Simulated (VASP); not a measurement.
# PtS2 (P1) in VASP: single point with PBE

Aim: the single point of PtS2 with PBE.

Everything below comes from runs of VASP 6.6.1. Logs are shortened: lines on timing, memory, paths and dates and some standing lists are left out, and cuts for length are marked.

## Step 1: The cell of the first run

The typed cell holds 3 atoms: a = 5.887 Å, b = 5.887 Å, c = 5.887 Å, α = 34.88°, β = 34.88°, γ = 34.88°.

## Step 2: Single point, PBE

Contents of INCAR:

```
SYSTEM = PtS2
ALGO = Normal
EDIFF = 1E-6
ENCUT = 520
GGA = PE
ISIF = 2
ISMEAR = -1
LASPH = .TRUE.
LCHARG = .FALSE.
LREAL = .FALSE.
LWAVE = .FALSE.
NBANDS = 18
NELM = 60
PREC = Accurate
SIGMA = 0.086
```

Contents of KPOINTS:

```
k-points
0
G
  4 4 4
  0 0 0
```

Contents of POSCAR:

```
PtS2
1.0
    1.7644429028      1.0187015849      5.5230462124
   -1.7644429028      1.0187015849      5.5230462124
    0.0000000000     -2.0374031698      5.5230462124
Pt S
1 2
Direct
   -0.0056145348      0.0042010280      0.0046834414
    0.3062081255      0.2041050766      0.2534475628
    0.7279649271      0.7844275079      0.7197478596
```

Potentials or basis: VASP PAW PBE potentials, release 64 (Pt, S).

Run with:

```
cat potpaw_PBE.64/Pt/POTCAR potpaw_PBE.64/S/POTCAR > POTCAR
mpirun -np 1 vasp_std > vasp.out
```

OUTCAR:

```text
SYSTEM = PtS2
   EDIFF = 1E-6
   ENCUT = 520
   GGA = PE
   ISIF = 2
   ISMEAR = -1
   LASPH = .TRUE.
   LREAL = .FALSE.
   NELM = 60
   PREC = Accurate

 ion  position               nearest neighbor table
   1  0.994  0.004  0.005-   2 2.28   3 2.33   3 2.38   2 2.45   3 2.50   2 2.57
   2  0.306  0.204  0.253-   1 2.28   1 2.45   1 2.57
   3  0.728  0.784  0.720-   1 2.33   1 2.38   1 2.50

  LATTYP: Found a trigonal (rhomboedric) cell.
 ALAT       =     5.8868540954
 COS(alpha) =     0.8203287166

  Lattice vectors:

 A1 = (   1.7644429028,   1.0187015849,   5.5230462124)
 A2 = (  -1.7644429028,   1.0187015849,   5.5230462124)
 A3 = (   0.0000000000,  -2.0374031698,   5.5230462124)

Analysis of symmetry for initial positions (statically):
=====================================================================
 Subroutine PRICEL returns:
 Original cell was already a primitive cell.

 Routine SETGRP: Setting up the symmetry group for a
 trigonal (rhombohedral) supercell.

 Subroutine GETGRP returns: Found  1 space group operations
 (whereof  1 operations were pure point group operations)
 out of a pool of 12 trial point group operations.

The static configuration has the point symmetry C_1 .

Analysis of symmetry for dynamics (positions and initial velocities):
=====================================================================
 Subroutine PRICEL returns:
 Original cell was already a primitive cell.

 Routine SETGRP: Setting up the symmetry group for a
 trigonal (rhombohedral) supercell.

 Subroutine GETGRP returns: Found  1 space group operations
 (whereof  1 operations were pure point group operations)
 out of a pool of 12 trial point group operations.

The dynamic configuration has the point symmetry C_1 .

 Subroutine INISYM returns: Found  1 space group operations
 (whereof  1 operations are pure point group operations),
 and found     1 'primitive' translations

----------------------------------------------------------------------------------------

                                     Primitive cell

  volume of cell :      59.5641

  direct lattice vectors                    reciprocal lattice vectors
     1.764442903  1.018701585  5.523046212     0.283375562  0.163606957  0.060353168
    -1.764442903  1.018701585  5.523046212    -0.283375562  0.163606957  0.060353168
     0.000000000 -2.037403170  5.523046212     0.000000000 -0.327213915  0.060353168

  length of vectors
     5.886854095  5.886854095  5.886854095     0.332733303  0.332733303  0.332733303

  position of ions in fractional coordinates (direct lattice)
     0.994385465  0.004201028  0.004683441
     0.306208125  0.204105077  0.253447563
     0.727964927  0.784427508  0.719747860

  ion indices of the primitive-cell ions
   primitive index   ion index
                 1           1
                 2           2
                 3           3

----------------------------------------------------------------------------------------

 KPOINTS: k-points

Automatic generation of k-mesh.
 Grid dimensions read from file:
 generate k-points for:    4    4    4

 Generating k-lattice:

  Cartesian coordinates                     Fractional coordinates (reciprocal lattice)
     0.070843891  0.040901739  0.015088292     0.250000000  0.000000000  0.000000000
    -0.070843891  0.040901739  0.015088292     0.000000000  0.250000000  0.000000000
     0.000000000 -0.081803479  0.015088292     0.000000000  0.000000000  0.250000000

  Length of vectors
     0.083183326  0.083183326  0.083183326

  Shift w.r.t. Gamma in fractional coordinates (k-lattice)
     0.000000000  0.000000000  0.000000000

 Subroutine IBZKPT returns following result:
 ===========================================

 Found     36 irreducible k-points:

 Following reciprocal coordinates:
            Coordinates               Weight
  0.000000  0.000000  0.000000      1.000000
  0.250000 -0.000000 -0.000000      2.000000
 -0.000000  0.250000 -0.000000      2.000000
 -0.000000 -0.000000  0.250000      2.000000
  0.500000 -0.000000 -0.000000      1.000000
 -0.000000  0.500000 -0.000000      1.000000
[... 16 lines left out ...]
  0.250000  0.250000  0.250000      2.000000
  0.500000  0.250000  0.250000      2.000000
 [... further k-points ...]
   k-points           NKPTS =     36   k-points in BZ     NKDIM =     36   number of bands    NBANDS=     18
   number of dos      NEDOS =    301   number of ions     NIONS =      3
   total plane-waves  NPLWV = 110592
   dimension x,y,z NGX =    48 NGY =   48 NGZ =   48
   dimension x,y,z NGXF=    96 NGYF=   96 NGZF=   96
   ions per type =               1   2
   NGX,Y,Z   is equivalent  to a cutoff of  13.56, 13.56, 13.56 a.u.
   NGXF,Y,Z  is equivalent  to a cutoff of  27.11, 27.11, 27.11 a.u.
 SYSTEM =  PtS2
   PREC   = accura    normal or accurate (medium, high low for compatibility)
   ISTART =      0    job   : 0-new  1-cont  2-samecut
   ICHARG =      2    charge: 1-file 2-atom 10-const
   ISPIN  =      1    spin polarized calculation?
   LNONCOLLINEAR =      F non collinear calculations
   LSORBIT =      F    spin-orbit coupling
   LASPH  =      T    aspherical Exc in radial PAW
   ENCUT  =  520.0 eV  38.22 Ry    6.18 a.u.  10.95 10.95 10.95*2*pi/ulx,y,z
   NELM   =     60;   NELMIN=  2; NELMDL= -5     # of ELM steps
   EDIFF  = 0.1E-05   stopping-criterion for ELM
   LREAL  =      F    real-space projection
   EDIFFG = 0.1E-04   stopping-criterion for IOM
   NSW    =      0    number of steps for IOM
   IBRION =     -1    ionic relax: 0-MD 1-quasi-New 2-CG
   NFREE  =      0    steps in history (QN), initial steepest desc. (CG)
   ISIF   =      2    stress and relaxation
   ISYM   =      2    0-nonsym 1-usesym 2-fastsym
   POTIM  = 0.5000    time-step for ionic-motion
   TEBEG  =    0.0;   TEEND  =   0.0 temperature during run
   PSTRESS=    0.0 pullay stress
   NELECT =      22.0000    total number of electrons
   NUPDOWN=      -1.0000    fix difference up-down
   EMIN   =  10.00;   EMAX   =-10.00  energy-range for DOS
   EFERMI =   0.00;   METHOD = LEGACY
   ISMEAR =    -1;   SIGMA  =   0.09  broadening in eV -4-tet -1-fermi 0-gaus
   EFERMI_NEDOS =   21; number of points for ismear=-14 and -15
   IALGO  =     38    algorithm
   IMIX   =      4    mixing-type and parameters
     AMIX     =   0.40;   BMIX     =  1.00
     AMIX_MAG =   1.60;   BMIX_MAG =  1.00
  volume/ion in A,a.u.               =      19.85       133.99
  Fermi-wavevector in a.u.,A,eV,Ry     =   1.174593  2.219660 18.771545  1.379670
  Thomas-Fermi vector in A             =   2.310988
   LORBIT       =      0    0 simple, 1 ext, 2 COOP (PROOUT), +10 PAW based schemes
   GGA     = PE    functional components
   LHFCALC =     F    Hartree Fock is set to
   AEXX    =    0.0000 exact exchange contribution
   IVDW    =     0    specifies the selected vdW correction
   LEPSILON=     F    determine dielectric tensor
   LRPA    =     F    only Hartree local field effects (RPA)
 non-spin polarized calculation
  energy-cutoff  :      520.00
  volume of cell :       59.56
 maximum number of plane-waves:      1635
 NGX is ok and might be reduce to    48
   NGX = 21   NGY = 21   NGZ = 21

 number of electron      22.0000000 magnetization

 Free energy of the ion-electron system (eV)
  ---------------------------------------------------
  ext. energy  EPLUGINS =         0.00000000
  ---------------------------------------------------
  free energy    TOTEN  =       -15.14136658 eV

  energy without entropy =      -15.13914777  energy(sigma->0) =      -15.14025718

 E-fermi :   5.6785     XC(G=0): -10.1520

 val. band max:        5.3279103839   @ k =   0.0000   0.0000   0.0000
 cond. band min:       6.0292478752   @ k =   0.2500   0.0000  -0.2500
 fundamental gap:      0.7013374913
 Fermi energy:         5.6785131850

 k-point     1 :       0.0000    0.0000    0.0000
  band No.  band energies     occupation
      1      -9.1558      2.00000
      2      -6.8030      2.00000
      3      -0.9817      2.00000
      4      -0.6266      2.00000
      5      -0.1742      2.00000
      6       1.9874      2.00000
[... 10 lines left out ...]
     17      14.0036      0.00000
     18      16.8616      0.00000

 k-point     2 :       0.2500   -0.0000   -0.0000
  band No.  band energies     occupation
      1      -8.4005      2.00000
      2      -7.0277      2.00000
      3      -0.3520      2.00000
      4       0.0747      2.00000
      5       0.1588      2.00000
      6       0.6466      2.00000
[... 10 lines left out ...]
     17      15.1467      0.00000
     18      15.5699      0.00000

 k-point     3 :      -0.0000    0.2500   -0.0000
  band No.  band energies     occupation
      1      -8.5182      2.00000
      2      -6.8632      2.00000
      3      -0.6990      2.00000
      4      -0.4583      2.00000
      5       0.2655      2.00000
      6       1.0258      2.00000
[... 10 lines left out ...]
     17      14.7841      0.00000
     18      15.7905      0.00000

 k-point     4 :      -0.0000   -0.0000    0.2500
  band No.  band energies     occupation
      1      -8.4253      2.00000
      2      -6.9907      2.00000
      3      -0.4431      2.00000
      4      -0.0225      2.00000
      5       0.1036      2.00000
      6       0.7722      2.00000
[... 10 lines left out ...]
     17      15.0851      0.00000
     18      15.6449      0.00000

 k-point     5 :       0.5000   -0.0000   -0.0000
  band No.  band energies     occupation
      1      -7.4218      2.00000
      2      -7.1573      2.00000
      3      -1.3857      2.00000
      4       0.1859      2.00000
      5       0.6247      2.00000
      6       1.4757      2.00000
[... 10 lines left out ...]
     17      15.2578      0.00000
     18      15.9011      0.00000

 k-point     6 :      -0.0000    0.5000   -0.0000
  band No.  band energies     occupation
      1      -7.7825      2.00000
      2      -6.8122      2.00000
      3      -1.1178      2.00000
      4      -0.4129      2.00000
      5       0.3908      2.00000
      6       1.0011      2.00000
[... 10 lines left out ...]
     17      15.9088      0.00000
     18      16.3411      0.00000

 k-point     7 :      -0.0000   -0.0000    0.5000
  band No.  band energies     occupation
      1      -7.4993      2.00000
      2      -7.0868      2.00000
      3      -1.2879      2.00000
      4       0.0103      2.00000
      5       0.5803      2.00000
      6       1.3347      2.00000
[... 10 lines left out ...]
     17      15.5393      0.00000
     18      15.9538      0.00000

 k-point     8 :       0.2500    0.2500   -0.0000
  band No.  band energies     occupation
      1      -8.3865      2.00000
      2      -7.0502      2.00000
      3      -0.3422      2.00000
      4      -0.0418      2.00000
      5       0.0095      2.00000
      6       0.8028      2.00000
[... 10 lines left out ...]
     17      15.2752      0.00000
     18      15.5974      0.00000
[... 229 lines left out ...]
     17      15.2061      0.00000
     18      15.5618      0.00000

 k-point    20 :       0.5000    0.5000   -0.0000
  band No.  band energies     occupation
      1      -7.4098      2.00000
      2      -7.1602      2.00000
      3      -1.5316      2.00000
      4       0.0897      2.00000
      5       0.7823      2.00000
      6       1.1340      2.00000
[... 10 lines left out ...]
     17      14.3103      0.00000
     18      14.7611      0.00000

 k-point    21 :       0.5000   -0.0000    0.5000
  band No.  band energies     occupation
      1      -7.6216      2.00000
      2      -7.0001      2.00000
      3      -1.3422      2.00000
      4      -0.3498      2.00000
      5       0.6756      2.00000
      6       0.9844      2.00000
[... 10 lines left out ...]
     17      14.3775      0.00000
     18      14.5079      0.00000

 k-point    22 :      -0.0000    0.5000    0.5000
  band No.  band energies     occupation
      1      -7.3803      2.00000
      2      -7.1822      2.00000
      3      -1.5720      2.00000
      4       0.2753      2.00000
      5       0.8789      2.00000
      6       1.0965      2.00000
[... 10 lines left out ...]
     17      14.1876      0.00000
     18      14.7987      0.00000

 k-point    23 :       0.2500    0.2500    0.2500
  band No.  band energies     occupation
      1      -9.0529      2.00000
      2      -7.0357      2.00000
      3      -0.6540      2.00000
      4      -0.5178      2.00000
      5      -0.1475      2.00000
      6       1.9877      2.00000
[... 10 lines left out ...]
     17      14.2467      0.00000
     18      15.9465      0.00000

 k-point    24 :       0.5000    0.2500    0.2500
  band No.  band energies     occupation
      1      -8.2633      2.00000
      2      -7.2208      2.00000
      3      -0.5794      2.00000
      4       0.1721      2.00000
      5       0.4023      2.00000
      6       0.7128      2.00000
[... 10 lines left out ...]
     17      15.3254      0.00000
     18      15.5561      0.00000

 [... further k-points ...]

------------------------ aborting loop because EDIFF is reached ----------------------------------------

  FORCE on cell =-STRESS in cart. coord.  units (eV):
  Direction    XX          YY          ZZ          XY          YZ          ZX
  --------------------------------------------------------------------------------------
  -------------------------------------------------------------------------------------
  Total        0.4966632      1.0924785      0.0421081      1.5860904     -0.4017183      2.9535523
  in kB       13.3594339     29.3858967      1.1326401     42.6632561    -10.8055710     79.4457611
  external PRESSURE =      14.6259902 kB  Pullay stress =       0.0000000 kB

 VOLUME and BASIS-vectors are now :
 -----------------------------------------------------------------------------
  energy-cutoff  :      520.00
  volume of cell :       59.56
      direct lattice vectors                 reciprocal lattice vectors
     1.764442903  1.018701585  5.523046212     0.283375562  0.163606957  0.060353168
    -1.764442903  1.018701585  5.523046212    -0.283375562  0.163606957  0.060353168
     0.000000000 -2.037403170  5.523046212     0.000000000 -0.327213915  0.060353168

 POSITION                                       TOTAL-FORCE (eV/Angst)
 -----------------------------------------------------------------------------------
      1.74712      1.00772      5.54111         0.898738      1.032190     -0.226936
      0.18015      0.00348      4.21829        -1.579710     -0.354605      0.363273
     -0.09962      0.07426     12.32821         0.680972     -0.677585     -0.136337
 -----------------------------------------------------------------------------------
    total drift:                                0.000021      0.000033     -0.000020

  FREE ENERGIE OF THE ION-ELECTRON SYSTEM (eV)
  ---------------------------------------------------
  free  energy   TOTEN  =       -15.1413665818 eV

  energy  without entropy=      -15.1391477725  energy(sigma->0) =      -15.14025718
```

Wall time 46 s (1 thread of Intel Xeon Platinum 8559C (Emerald Rapids), shared host); peak memory 0.31 GiB.

What came out:

| Quantity | Value |
| --- | --- |
| Free energy | -15.1414 eV |
| Pressure | 1.5 GPa |
| Largest force | 1.659 eV/Å |
| Band gap on the k mesh | 0.70 eV, indirect (least direct gap 0.77 eV) |

Forces in eV/Å, atoms in the order of the input:
```
Pt   0.899  1.032 -0.227
S   -1.580 -0.355  0.363
S    0.681 -0.678 -0.136
```

Stress tensor (GPa, compression positive):
```
 1.34  4.27  7.94
 4.27  2.94 -1.08
 7.94 -1.08  0.11
```

Caveat: the k points lie up to 0.52 Å⁻¹ apart; spin-orbit coupling is left out, which moves the levels of the heavy elements; forces of over 1 eV/Å act on the atoms, so gaps and moduli don't describe the material at rest. A k mesh can miss the band edges.
